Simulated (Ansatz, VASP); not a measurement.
**KF in VASP and in Ansatz**

File INCAR:

```
SYSTEM = KF
  PREC = Accurate
  ENCUT = 600
  EDIFF = 1E-6
  ISMEAR = 0
  SIGMA = 0.1
  LREAL = .FALSE.
  LASPH = .TRUE.
  NELM = 200
  ALGO = Normal
  ISIF = 2
  LWAVE = .FALSE.
  LCHARG = .FALSE.
  LDAU = .TRUE.
  LDAUTYPE = 2
  LDAUL = -1 1
  LDAUU = 0 1.3
  LDAUJ = 0 0
  LDAUPRINT = 1
  GGA = PE
  NBANDS = 15
  GGA_COMPAT = .FALSE.
```

Contents of KPOINTS:

```
regular mesh
0
G
  8 8 8
  0 0 0
```

POSCAR

```
KF
1.0
    3.2589550000      0.0000000000      0.0000000000
    0.0000000000      3.2589550000      0.0000000000
    0.0000000000      0.0000000000      3.2589550000
K F
1 1
Direct
    0.0000000000      0.0000000000      0.0000000000
    0.5000000000      0.5000000000      0.5000000000
```

Input for Ansatz:

```yaml
crystal:
  lattice:
    - [3.258955, 0.0, 0.0]
    - [0.0, 3.258955, 0.0]
    - [0.0, 0.0, 3.258955]
  atoms:
    - { symbol: K, position: [0.0, 0.0, 0.0] }
    - { symbol: F, position: [0.5, 0.5, 0.5] }
basis:
  ecutwfc: 420
kpoints:
  mp_grid: { grid: [8, 8, 8] }
hamiltonian:
  xc: pbe
  hubbard: { sites: [{ species: F, l: p, u_eff: 1.3 }] }
scf:
  occupations: { method: gaussian, width: 0.1 }
  max_iter: 94
output:
  forces: true
  stress: true
  eigenvalues: true
```

Alike in both runs: task single point; functional PBE; k mesh 8 × 8 × 8; occupations gaussian, width 0.1 eV; no spin polarisation; Hubbard terms F p U = 1.3 eV.

```csv
,VASP,Ansatz
version,VASP 6.6.1,Ansatz 0.2.0
potentials or method,"VASP PAW PBE potentials, release 64 (K_sv, F), cutoff 600 eV","scalar-relativistic, plane waves, PAW"
valence electrons in the cell,16,16
```

```tsv
	VASP	Ansatz	Ansatz less VASP
gap on the k mesh at the Fermi level (eV)	6.38	6.78	+0.401
least direct gap on the mesh (eV)	6.43	6.83	+0.398
pressure (GPa)	-0.3	-0.1	+0.13
```

The programs project onto different local orbitals, so the same U acts differently, and such runs can settle in different states.
